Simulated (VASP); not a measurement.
Crystal: BiTe.

```
Bi Te
1.0
     0.00000    3.23500    3.23500
     3.23500    0.00000    3.23500
     3.23500    3.23500    0.00000
Bi Te
1 1
Direct
  0.00000 0.00000 0.00000
  0.50000 0.50000 0.50000
```

Program: VASP 6.6.1. Alike in all runs: task single point; cell as given; cutoff (eV) 500.

Question: Order these runs on this cell by their pressure, lowest first.
A. level LDA; potentials or basis VASP PAW LDA potentials, release 64 (Bi_d, Te); spin collinear; k mesh 2 × 2 × 2; smearing gaussian 0.1 eV
B. level PBE; potentials or basis VASP PAW PBE potentials, release 64 (Bi_d, Te); spin collinear; fixed moment (μB) 5.0; k mesh 4 × 4 × 4; smearing gaussian 0.1 eV
C. level PBEsol; potentials or basis VASP PAW PBE potentials, release 64 (Bi_d, Te); spin off; k mesh 4 × 4 × 4; smearing gaussian 0.1 eV
D. level PBE; potentials or basis VASP PAW PBE potentials, release 64 (Bi_d, Te); spin off; k mesh 4 × 4 × 4; smearing fermi-dirac 0.0680285 eV
E. level PBE; potentials or basis VASP PAW PBE potentials, release 64 (Bi_d, Te); spin off; k mesh 2 × 2 × 2; smearing gaussian 0.1 eV

Answer: C (-1.8 GPa), D (0.7 GPa), A (2.7 GPa), E (6.3 GPa), B (22.4 GPa).

Caveats: all runs use coarse meshes; the PAW data sets were made with another functional, which shifts forces and pressure a little (at least some runs); the moment is held away from its start (at least some runs); the total moment is fixed, so each spin has its own Fermi level (at least some runs).
